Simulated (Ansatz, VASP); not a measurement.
CO in VASP and in Ansatz

INCAR

```
SYSTEM = CO
ALGO     = Normal         ! electronic algorithm
EDIFF    = 1E-7           ! SCF threshold, eV
EDIFFG   = -0.01          ! ionic threshold
ENCUT    = 600            ! plane-wave cutoff, eV
GGA      = PE             ! functional
GGA_COMPAT= .FALSE.      
IBRION   = 2              ! ionic algorithm
ISIF     = 3              ! what is computed and relaxed
ISMEAR   = 0              ! smearing method
LASPH    = .TRUE.         ! aspherical terms in the spheres
LCHARG   = .FALSE.        ! write CHGCAR
LREAL    = .FALSE.        ! projectors in reciprocal space
LWAVE    = .FALSE.        ! write WAVECAR
NELM     = 120            ! most SCF steps
NELMIN   = 4            
NSW      = 100            ! ionic steps
PREC     = Accurate       ! precision mode
SIGMA    = 0.02           ! smearing width, eV
```

Contents of KPOINTS:

```
k-points
0
G
  4 4 4
  0 0 0
```

POSCAR

```
CO
1.0
    5.7637801402      0.0000000000      0.0000000000
    0.0000000000      5.7637801402      0.0000000000
    0.0000000000      0.0000000000      5.7637801402
C O
4 4
Direct
    0.9639538687      0.9639538687      0.9639538687
    0.5360461313      0.0360461313      0.4639538687
    0.4639538687      0.5360461313      0.0360461313
    0.0360461313      0.4639538687      0.5360461313
    0.0776133924      0.0776133924      0.0776133924
    0.4223866076      0.9223866076      0.5776133924
    0.5776133924      0.4223866076      0.9223866076
    0.9223866076      0.5776133924      0.4223866076
```

Input for Ansatz:

```yaml
crystal:
  lattice:
    - [5.7637801402, 0.0, 0.0]
    - [0.0, 5.7637801402, 0.0]
    - [0.0, 0.0, 5.7637801402]
  atoms:
    - { symbol: C, position: [0.9639538687, 0.9639538687, 0.9639538687] }
    - { symbol: C, position: [0.5360461313, 0.0360461313, 0.4639538687] }
    - { symbol: C, position: [0.4639538687, 0.5360461313, 0.0360461313] }
    - { symbol: C, position: [0.0360461313, 0.4639538687, 0.5360461313] }
    - { symbol: O, position: [0.0776133924, 0.0776133924, 0.0776133924] }
    - { symbol: O, position: [0.4223866076, 0.9223866076, 0.5776133924] }
    - { symbol: O, position: [0.5776133924, 0.4223866076, 0.9223866076] }
    - { symbol: O, position: [0.9223866076, 0.5776133924, 0.4223866076] }
basis:
  ecutwfc: 420
kpoints:
  mp_grid: { grid: [4, 4, 4] }
hamiltonian:
  xc: pbe
scf:
  occupations: { method: gaussian, width: 0.02 }
output:
  forces: true
  stress: true
  eigenvalues: true
  write_density: true
  write_potential: true
  elf: true
  volumetric_format: npy
relax:
  adjacent_minimum: "off"
  f_tol: 0.01
  max_steps: 80
  cell: { stress_tol: 0.05 }
```

Alike in both runs: task relaxation of cell and atoms; functional PBE; k mesh 4 × 4 × 4; occupations gaussian, width 0.02 eV; no spin polarisation.

```csv
,VASP,Ansatz
version,VASP 6.6.1,Ansatz 0.2.0
potentials or method,"VASP PAW PBE potentials, release 64 (C, O), cutoff 600 eV","scalar-relativistic, plane waves, PAW"
valence electrons in the cell,40,40
```

```csv
,VASP,Ansatz,Ansatz less VASP
"gap on the k mesh at the Fermi level, each at its own relaxed structure (eV)",6.12,6.30,+0.186
relaxed volume (Å³/atom),25.15,28.34,+3.189
relaxed length of the cell vector where the two differ most in proportion (Å),5.860,6.098,+0.2379
```

One of these differences is far larger than is usual between the two programs; its cause wasn't traced.

Noted on VASP's run: the standard files for N, O and F lose accuracy on very short bonds.
